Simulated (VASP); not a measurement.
# GaSe2 (Fd-3m) in VASP: further runs

The runs below take GaSe2 through single point, relaxation of cell and atoms, with PBE.

Everything below comes from runs of VASP 6.6.1. Logs are shortened: lines on timing, memory, paths and dates and some standing lists are left out, and cuts for length are marked.

## (1) The cell of the first run

It takes space group Fd-3m (No. 227, cubic). The conventional cell has a = 8.287 Å, b = 8.287 Å, c = 8.287 Å, α = 90.00°, β = 90.00°, γ = 90.00°. Within 4.5 Å of Ga (site symmetry -43m) lie 12 Se at 3.44 Å and 4 Ga at 3.59 Å. Within 3.9 Å of Se (site symmetry -3m) lie 6 Se at 2.93 Å and 6 Ga at 3.44 Å.

The cell was built from a structure type or drawn by symmetry, and may not be a known phase.

## (2) Single point, PBE

INCAR

```
SYSTEM = GaSe2
PREC     = Accurate       ! precision mode
ENCUT    = 520            ! plane-wave cutoff, eV
EDIFF    = 1E-6           ! SCF threshold, eV
ISMEAR   = 0              ! smearing method
SIGMA    = 0.1            ! smearing width, eV
LREAL    = .FALSE.        ! projectors in reciprocal space
LASPH    = .TRUE.         ! aspherical terms in the spheres
NELM     = 60             ! most SCF steps
ALGO     = Normal         ! electronic algorithm
ISIF     = 2              ! what is computed and relaxed
LWAVE    = .FALSE.        ! write WAVECAR
LCHARG   = .FALSE.        ! write CHGCAR
GGA      = PE             ! functional
NBANDS   = 34             ! bands
```

KPOINTS

```
regular mesh
0
G
  4 4 4
  0 0 0
```

POSCAR

```
GaSe2
1.0
    0.0000000000      4.1432559000      4.1432559000
    4.1432559000      0.0000000000      4.1432559000
    4.1432559000      4.1432559000      0.0000000000
Ga Se
2 4
Direct
    0.5000000000      0.5000000000      0.5000000000
    0.7500000000      0.7500000000      0.7500000000
    0.1250000000      0.1250000000      0.1250000000
    0.6250000000      0.1250000000      0.1250000000
    0.1250000000      0.6250000000      0.1250000000
    0.1250000000      0.1250000000      0.6250000000
```

Potentials or basis: VASP PAW PBE potentials, release 64 (Ga_d, Se).

Launch:

```sh
$ cat potpaw_PBE.64/Ga_d/POTCAR potpaw_PBE.64/Se/POTCAR > POTCAR
$ mpirun -np 1 vasp_std > vasp.out
```

OUTCAR:

```text
SYSTEM = GaSe2
   PREC = Accurate
   ENCUT = 520
   EDIFF = 1E-6
   ISMEAR = 0
   LREAL = .FALSE.
   LASPH = .TRUE.
   NELM = 60
   ISIF = 2
   GGA = PE

 ion  position               nearest neighbor table
   1  0.500  0.500  0.500-
   2  0.750  0.750  0.750-
   3  0.125  0.125  0.125-
   4  0.625  0.125  0.125-
   5  0.125  0.625  0.125-
   6  0.125  0.125  0.625-

  LATTYP: Found a face centered cubic cell.
 ALAT       =     8.2865118000

  Lattice vectors:

 A1 = (   0.0000000000,   4.1432559000,   4.1432559000)
 A2 = (   4.1432559000,   0.0000000000,   4.1432559000)
 A3 = (   4.1432559000,   4.1432559000,   0.0000000000)

Analysis of symmetry for initial positions (statically):
=====================================================================
 Subroutine PRICEL returns:
 Original cell was already a primitive cell.

 Routine SETGRP: Setting up the symmetry group for a
 face centered cubic supercell.

 Subroutine GETGRP returns: Found 48 space group operations
 (whereof 24 operations were pure point group operations)
 out of a pool of 48 trial point group operations.

The static configuration has the point symmetry T_d .
 The point group associated with its full space group is O_h .

Analysis of symmetry for dynamics (positions and initial velocities):
=====================================================================
 Subroutine PRICEL returns:
 Original cell was already a primitive cell.

 Routine SETGRP: Setting up the symmetry group for a
 face centered cubic supercell.

 Subroutine GETGRP returns: Found 48 space group operations
 (whereof 24 operations were pure point group operations)
 out of a pool of 48 trial point group operations.

The dynamic configuration has the point symmetry T_d .
 The point group associated with its full space group is O_h .

 Subroutine INISYM returns: Found 48 space group operations
 (whereof 24 operations are pure point group operations),
 and found     1 'primitive' translations

----------------------------------------------------------------------------------------

                                     Primitive cell

  volume of cell :     142.2510

  direct lattice vectors                    reciprocal lattice vectors
     0.000000000  4.143255900  4.143255900    -0.120678040  0.120678040  0.120678040
     4.143255900  0.000000000  4.143255900     0.120678040 -0.120678040  0.120678040
     4.143255900  4.143255900  0.000000000     0.120678040  0.120678040 -0.120678040

  length of vectors
     5.859448686  5.859448686  5.859448686     0.209020496  0.209020496  0.209020496

  position of ions in fractional coordinates (direct lattice)
     0.500000000  0.500000000  0.500000000
     0.750000000  0.750000000  0.750000000
     0.125000000  0.125000000  0.125000000
     0.625000000  0.125000000  0.125000000
     0.125000000  0.625000000  0.125000000
     0.125000000  0.125000000  0.625000000

  ion indices of the primitive-cell ions
   primitive index   ion index
                 1           1
                 2           2
                 3           3
                 4           4
                 5           5
                 6           6

----------------------------------------------------------------------------------------

 KPOINTS: regular mesh

Automatic generation of k-mesh.
 Grid dimensions read from file:
 generate k-points for:    4    4    4

 Generating k-lattice:

  Cartesian coordinates                     Fractional coordinates (reciprocal lattice)
    -0.030169510  0.030169510  0.030169510     0.250000000  0.000000000  0.000000000
     0.030169510 -0.030169510  0.030169510     0.000000000  0.250000000  0.000000000
     0.030169510  0.030169510 -0.030169510     0.000000000  0.000000000  0.250000000

  Length of vectors
     0.052255124  0.052255124  0.052255124

  Shift w.r.t. Gamma in fractional coordinates (k-lattice)
     0.000000000  0.000000000  0.000000000

 Subroutine IBZKPT returns following result:
 ===========================================

 Found      8 irreducible k-points:

 Following reciprocal coordinates:
            Coordinates               Weight
  0.000000  0.000000  0.000000      1.000000
  0.250000  0.000000  0.000000      8.000000
  0.500000  0.000000  0.000000      4.000000
  0.250000  0.250000  0.000000      6.000000
  0.500000  0.250000  0.000000     24.000000
 -0.250000  0.250000  0.000000     12.000000
  0.500000  0.500000  0.000000      3.000000
 -0.250000  0.500000  0.250000      6.000000
   k-points           NKPTS =      8   k-points in BZ     NKDIM =      8   number of bands    NBANDS=     34
   number of dos      NEDOS =    301   number of ions     NIONS =      6
   total plane-waves  NPLWV = 110592
   dimension x,y,z NGX =    48 NGY =   48 NGZ =   48
   dimension x,y,z NGXF=    96 NGYF=   96 NGZF=   96
   ions per type =               2   4
   NGX,Y,Z   is equivalent  to a cutoff of  13.62, 13.62, 13.62 a.u.
   NGXF,Y,Z  is equivalent  to a cutoff of  27.24, 27.24, 27.24 a.u.
 SYSTEM =  GaSe2
   PREC   = accura    normal or accurate (medium, high low for compatibility)
   ISTART =      0    job   : 0-new  1-cont  2-samecut
   ICHARG =      2    charge: 1-file 2-atom 10-const
   ISPIN  =      1    spin polarized calculation?
   LNONCOLLINEAR =      F non collinear calculations
   LSORBIT =      F    spin-orbit coupling
   LASPH  =      T    aspherical Exc in radial PAW
   ENCUT  =  520.0 eV  38.22 Ry    6.18 a.u.  10.89 10.89 10.89*2*pi/ulx,y,z
   NELM   =     60;   NELMIN=  2; NELMDL= -5     # of ELM steps
   EDIFF  = 0.1E-05   stopping-criterion for ELM
   LREAL  =      F    real-space projection
[... 7 lines left out ...]
   TEBEG  =    0.0;   TEEND  =   0.0 temperature during run
   PSTRESS=    0.0 pullay stress
   NELECT =      50.0000    total number of electrons
   NUPDOWN=      -1.0000    fix difference up-down
   EMIN   =  10.00;   EMAX   =-10.00  energy-range for DOS
   EFERMI =   0.00;   METHOD = LEGACY
   ISMEAR =     0;   SIGMA  =   0.10  broadening in eV -4-tet -1-fermi 0-gaus
   EFERMI_NEDOS =   21; number of points for ismear=-14 and -15
   IALGO  =     38    algorithm
   IMIX   =      4    mixing-type and parameters
     AMIX     =   0.40;   BMIX     =  1.00
     AMIX_MAG =   1.60;   BMIX_MAG =  1.00
  volume/ion in A,a.u.               =      23.71       159.99
  Fermi-wavevector in a.u.,A,eV,Ry     =   1.155349  2.183292 18.161473  1.334831
  Thomas-Fermi vector in A             =   2.291978
   LORBIT       =      0    0 simple, 1 ext, 2 COOP (PROOUT), +10 PAW based schemes
   GGA     = PE    functional components
   LHFCALC =     F    Hartree Fock is set to
   AEXX    =    0.0000 exact exchange contribution
   IVDW    =     0    specifies the selected vdW correction
   LEPSILON=     F    determine dielectric tensor
   LRPA    =     F    only Hartree local field effects (RPA)
 non-spin polarized calculation
 Gauss-broadening in eV      SIGMA  =   0.10
  energy-cutoff  :      520.00
  volume of cell :      142.25
 maximum number of plane-waves:      3860
 NGX is ok and might be reduce to    48
   NGX = 21   NGY = 21   NGZ = 21

 number of electron      49.9999984 magnetization

 Free energy of the ion-electron system (eV)
  ---------------------------------------------------
  ext. energy  EPLUGINS =         0.00000000
  ---------------------------------------------------
  free energy    TOTEN  =       -17.67639712 eV

  energy without entropy =      -17.63177023  energy(sigma->0) =      -17.65408367

 E-fermi :   4.2750     XC(G=0):  -9.7914

 val. band max:        4.2745235237   @ k =   0.2500   0.2500   0.0000
 cond. band min:       4.2855597607   @ k =  -0.2500   0.2500   0.0000
 fundamental gap:      0.0110362370
 Fermi energy:         4.2750012038

 k-point     1 :       0.0000    0.0000    0.0000
  band No.  band energies     occupation
      1     -11.0899      2.00000
      2     -10.9272      2.00000
      3     -10.9272      2.00000
      4     -10.9272      2.00000
      5     -10.9222      2.00000
      6     -10.9222      2.00000
[... 26 lines left out ...]
     33       9.8526      0.00000
     34       9.8526      0.00000

 k-point     2 :       0.2500    0.0000    0.0000
  band No.  band energies     occupation
      1     -10.9440      2.00000
      2     -10.9294      2.00000
      3     -10.9294      2.00000
      4     -10.9194      2.00000
      5     -10.9194      2.00000
      6     -10.9098      2.00000
[... 26 lines left out ...]
     33       9.3471      0.00000
     34       9.3471      0.00000

 k-point     3 :       0.5000    0.0000    0.0000
  band No.  band energies     occupation
      1     -10.9365      2.00000
      2     -10.9278      2.00000
      3     -10.9277      2.00000
      4     -10.9216      2.00000
      5     -10.9216      2.00000
      6     -10.9050      2.00000
[... 26 lines left out ...]
     33       8.4763      0.00000
     34       8.4763      0.00000

 k-point     4 :       0.2500    0.2500    0.0000
  band No.  band energies     occupation
      1     -10.9352      2.00000
      2     -10.9342      2.00000
      3     -10.9272      2.00000
      4     -10.9272      2.00000
      5     -10.9184      2.00000
      6     -10.9140      2.00000
[... 26 lines left out ...]
     33       8.9629      0.00000
     34       8.9629      0.00000

 k-point     5 :       0.5000    0.2500    0.0000
  band No.  band energies     occupation
      1     -10.9430      2.00000
      2     -10.9314      2.00000
      3     -10.9286      2.00000
      4     -10.9160      2.00000
      5     -10.9144      2.00000
      6     -10.9125      2.00000
[... 26 lines left out ...]
     33       8.2465      0.00000
     34       8.4225      0.00000

 k-point     6 :      -0.2500    0.2500    0.0000
  band No.  band energies     occupation
      1     -10.9440      2.00000
      2     -10.9316      2.00000
      3     -10.9230      2.00000
      4     -10.9200      2.00000
      5     -10.9152      2.00000
      6     -10.9067      2.00000
[... 26 lines left out ...]
     33       8.4587      0.00000
     34       8.8178      0.00000

 k-point     7 :       0.5000    0.5000    0.0000
  band No.  band energies     occupation
      1     -10.9379      2.00000
      2     -10.9379      2.00000
      3     -10.9286      2.00000
      4     -10.9286      2.00000
      5     -10.9094      2.00000
      6     -10.9094      2.00000
[... 26 lines left out ...]
     33       7.4426      0.00000
     34       7.4426      0.00000

 k-point     8 :      -0.2500    0.5000    0.2500
  band No.  band energies     occupation
      1     -10.9412      2.00000
      2     -10.9412      2.00000
      3     -10.9160      2.00000
      4     -10.9160      2.00000
      5     -10.9146      2.00000
      6     -10.9146      2.00000
[... 26 lines left out ...]
     33       8.3112      0.00000
     34       8.3112      0.00000

------------------------ aborting loop because EDIFF is reached ----------------------------------------

  FORCE on cell =-STRESS in cart. coord.  units (eV):
  Direction    XX          YY          ZZ          XY          YZ          ZX
  --------------------------------------------------------------------------------------
  -------------------------------------------------------------------------------------
  Total        1.2476676      1.2476676      1.2476676     -0.0000000     -0.0000000     -0.0000000
  in kB       14.0525196     14.0525196     14.0525196     -0.0000000     -0.0000000     -0.0000000
  external PRESSURE =      14.0525196 kB  Pullay stress =       0.0000000 kB

 VOLUME and BASIS-vectors are now :
 -----------------------------------------------------------------------------
  energy-cutoff  :      520.00
  volume of cell :      142.25
      direct lattice vectors                 reciprocal lattice vectors
     0.000000000  4.143255900  4.143255900    -0.120678040  0.120678040  0.120678040
     4.143255900  0.000000000  4.143255900     0.120678040 -0.120678040  0.120678040
     4.143255900  4.143255900  0.000000000     0.120678040  0.120678040 -0.120678040

 POSITION                                       TOTAL-FORCE (eV/Angst)
 -----------------------------------------------------------------------------------
      4.14326      4.14326      4.14326         0.000000      0.000000      0.000000
      6.21488      6.21488      6.21488        -0.000000     -0.000000     -0.000000
      1.03581      1.03581      1.03581        -0.000000     -0.000000      0.000000
      1.03581      3.10744      3.10744        -0.000000     -0.000000      0.000000
      3.10744      1.03581      3.10744        -0.000000     -0.000000      0.000000
      3.10744      3.10744      1.03581        -0.000000     -0.000000      0.000000
 -----------------------------------------------------------------------------------
    total drift:                               -0.000000     -0.000000      0.000000

  FREE ENERGIE OF THE ION-ELECTRON SYSTEM (eV)
  ---------------------------------------------------
  free  energy   TOTEN  =       -17.6763971214 eV

  energy  without entropy=      -17.6317702268  energy(sigma->0) =      -17.65408367
```

Wall time 33 s (1 thread of Intel Xeon 6975P-C (Granite Rapids), shared host); peak memory 0.31 GiB.

Results:

| Quantity | Value |
| --- | --- |
| Free energy | -17.6764 eV |
| Pressure | 1.4 GPa |
| Band gap on the k mesh | zero (bands 25 and 26 overlap by 1.37 eV) |

## (3) Single point, PBE

This run uses another cell than the first one, of 23.91 Å³/atom.

INCAR

```
PREC = Accurate
ENCUT = 520
EDIFF = 1E-7
ISMEAR = 0
SIGMA = 0.1
LREAL = False
LASPH = True
NELM = 60
ALGO = Normal
ISIF = 2
LWAVE = False
LCHARG = False
GGA = PE
NBANDS = 34
```

KPOINTS

```
Automatic mesh
0
Gamma
  8 8 8
```

Changes to POSCAR since step 2:

```diff
@@ -2,5 +2,5 @@
 1.0
-    0.0000000000      4.1432559000      4.1432559000
-    4.1432559000      0.0000000000      4.1432559000
-    4.1432559000      4.1432559000      0.0000000000
+    0.0000000000      4.1547279218      4.1547279218
+    4.1547279218      0.0000000000      4.1547279218
+    4.1547279218      4.1547279218      0.0000000000
 Ga Se
```

Potentials or basis: VASP PAW PBE potentials, release 64 (Ga_d, Se).

Launch:

```sh
$ cat potpaw_PBE.64/Ga_d/POTCAR potpaw_PBE.64/Se/POTCAR > POTCAR
$ mpirun -np 1 vasp_std > vasp.out
```

It took 96 s on 1 thread of Intel Xeon 6975P-C (Granite Rapids), shared host; peak memory 0.37 GiB.

The run converged. Its results:

```
Free energy            : -18.1513 eV
Pressure               : 0.0 GPa
Band gap on the k mesh : zero (bands 25 and 26 overlap by 2.14 eV)
```

Levels at points of the mesh, in eV from the Fermi level:
```csv
k point,band 23,band 24,band 25,band 26,band 27,band 28
"(0.00, 0.00, 0.00)",-0.04,-0.04,-0.04,1.07,1.07,1.07
"(0.50, 0.00, 0.00)",-2.05,-2.05,-1.24,1.11,1.12,1.70
"(0.50, 0.50, 0.00)",-1.83,-1.83,-1.41,-1.41,1.82,1.82
```

## (4) Single point, PBE

This run uses another cell than the first one, of 23.91 Å³/atom.

INCAR

```
SYSTEM = GaSe2
PREC     = Accurate       ! precision mode
ENCUT    = 520            ! plane-wave cutoff, eV
EDIFF    = 1E-7           ! SCF threshold, eV
ISMEAR   = -1             ! smearing method
SIGMA    = 0.1            ! smearing width, eV
LREAL    = .FALSE.        ! projectors in reciprocal space
LASPH    = .TRUE.         ! aspherical terms in the spheres
NELM     = 60             ! most SCF steps
ALGO     = Normal         ! electronic algorithm
ISIF     = 2              ! what is computed and relaxed
LWAVE    = .FALSE.        ! write WAVECAR
LCHARG   = .FALSE.        ! write CHGCAR
GGA      = PE             ! functional
NBANDS   = 34             ! bands
```

KPOINTS

```
regular mesh
0
G
  8 8 8
  0 0 0
```

POSCAR is that of step 3.

Launch:

```sh
$ cat potpaw_PBE.64/Ga_d/POTCAR potpaw_PBE.64/Se/POTCAR > POTCAR
$ mpirun -np 1 vasp_std > vasp.out
```

It took 97 s on 1 thread of Intel Xeon 6975P-C (Granite Rapids), shared host; peak memory 0.37 GiB.

It converged, with:

```
Free energy            : -18.2080 eV
Pressure               : 0.0 GPa
Band gap on the k mesh : zero (bands 25 and 26 overlap by 2.14 eV)
```

Levels at points of the mesh, in eV from the Fermi level:
```tsv
k point	band 22	band 23	band 24	band 25	band 26	band 27	band 28	band 29
(0.00, 0.00, 0.00)	-3.53	-0.04	-0.04	-0.04	1.06	1.06	1.06	1.83
(0.50, 0.00, 0.00)	-2.25	-2.06	-2.06	-1.25	1.11	1.11	1.70	1.70
(0.50, 0.50, 0.00)	-2.07	-1.84	-1.84	-1.41	-1.41	1.81	1.81	2.30
```

## (5) Relaxation of cell and atoms, PBE

INCAR

```
ALGO = Normal
EDIFF = 1E-7
EDIFFG = -0.01
ENCUT = 600
GGA = PE
IBRION = 2
ISIF = 3
ISMEAR = 0
LASPH = T
LCHARG = F
LREAL = F
LWAVE = F
NELM = 100
NSW = 100
PREC = Accurate
SIGMA = 0.1
```

KPOINTS

```
k-points
0
Gamma
  8 8 8
```

Changes to POSCAR since step 4:

```diff
@@ -2,5 +2,5 @@
 1.0
-    0.0000000000      4.1547279218      4.1547279218
-    4.1547279218      0.0000000000      4.1547279218
-    4.1547279218      4.1547279218      0.0000000000
+    0.0000000000      4.1432559000      4.1432559000
+    4.1432559000      0.0000000000      4.1432559000
+    4.1432559000      4.1432559000      0.0000000000
 Ga Se
```

Launch:

```sh
$ cat potpaw_PBE.64/Ga_d/POTCAR potpaw_PBE.64/Se/POTCAR > POTCAR
$ mpirun -np 1 vasp_std > vasp.out
```

Wall time 2.8 min (1 thread of Intel Xeon 6975P-C (Granite Rapids), shared host); peak memory 0.4 GiB.

Results (log left out):

| Item | Value |
| --- | --- |
| Free energy | -18.1510 eV |
| Relaxed volume | 23.89 Å³/atom |
| Relaxed cell | a = 5.875 Å, b = 5.875 Å, c = 5.875 Å, α = 60.00°, β = 60.00°, γ = 60.00° |
| Space group after relaxing (to 0.1 Å) | Fd-3m (No. 227) |
| Energy gained by relaxing | 0.2 meV/atom |
| Ionic steps | 2 |
| Pressure after relaxing | 0.0 GPa |
| Band gap on the k mesh | zero (bands 25 and 26 overlap by 2.14 eV) |

Step by step:
```csv
step,energy change (eV),largest force (eV/Å),pressure (GPa),volume (Å³)
1,0.0000,0.0000,0.36,142.25
2,-0.0014,0.0000,0.03,143.36
```

Final structure:
```cif
data_structure
_symmetry_space_group_name_H-M 'P 1'
_symmetry_Int_Tables_number 1
_cell_length_a 5.8746
_cell_length_b 5.8746
_cell_length_c 5.8746
_cell_angle_alpha 60.000
_cell_angle_beta 60.000
_cell_angle_gamma 60.000
_cell_volume 143.36
loop_
_atom_site_label
_atom_site_type_symbol
_atom_site_fract_x
_atom_site_fract_y
_atom_site_fract_z
_atom_site_occupancy
Ga1 Ga 0.50000 0.50000 0.50000 1
Ga2 Ga 0.75000 0.75000 0.75000 1
Se1 Se 0.12500 0.12500 0.12500 1
Se2 Se 0.62500 0.12500 0.12500 1
Se3 Se 0.12500 0.62500 0.12500 1
Se4 Se 0.12500 0.12500 0.62500 1
```

Levels at points of the mesh, in eV from the Fermi level:
| k point | band 22 | band 23 | band 24 | band 25 | band 26 | band 27 | band 28 | band 29 |
| --- | --- | --- | --- | --- | --- | --- | --- | --- |
| (0.00, 0.00, 0.00) | -3.53 | -0.05 | -0.05 | -0.05 | 1.07 | 1.07 | 1.07 | 1.84 |
| (0.50, 0.00, 0.00) | -2.25 | -2.06 | -2.06 | -1.24 | 1.11 | 1.12 | 1.70 | 1.70 |
| (0.50, 0.50, 0.00) | -2.07 | -1.83 | -1.83 | -1.41 | -1.41 | 1.82 | 1.82 | 2.30 |

## (6) The runs side by side

| task | cell | k mesh | cutoff (eV) | smearing | gap on the mesh (eV) | pressure (GPa) |
| --- | --- | --- | --- | --- | --- | --- |
| single point | a = 5.859 Å, angles 60.0°, 6 atoms | 4 × 4 × 4 | 520 | gaussian 0.1 eV | none | 1.4 |
| single point | a = 5.876 Å, angles 60.0°, 6 atoms | 8 × 8 × 8 | 520 | gaussian 0.1 eV | none | 0.0 |
| single point | a = 5.876 Å, angles 60.0°, 6 atoms | 8 × 8 × 8 | 520 | fermi-dirac 0.1 eV | none | 0.0 |
| relaxation of cell and atoms | relaxed from a = 5.859 Å, angles 60.0°, 6 atoms | 8 × 8 × 8 | 600 | gaussian 0.1 eV | none | 0.0 |

Alike in all rows: level PBE; potentials or basis VASP PAW PBE potentials, release 64 (Ga_d, Se); no spin polarisation.

Absolute energies hang on the potentials; compare differences alone.
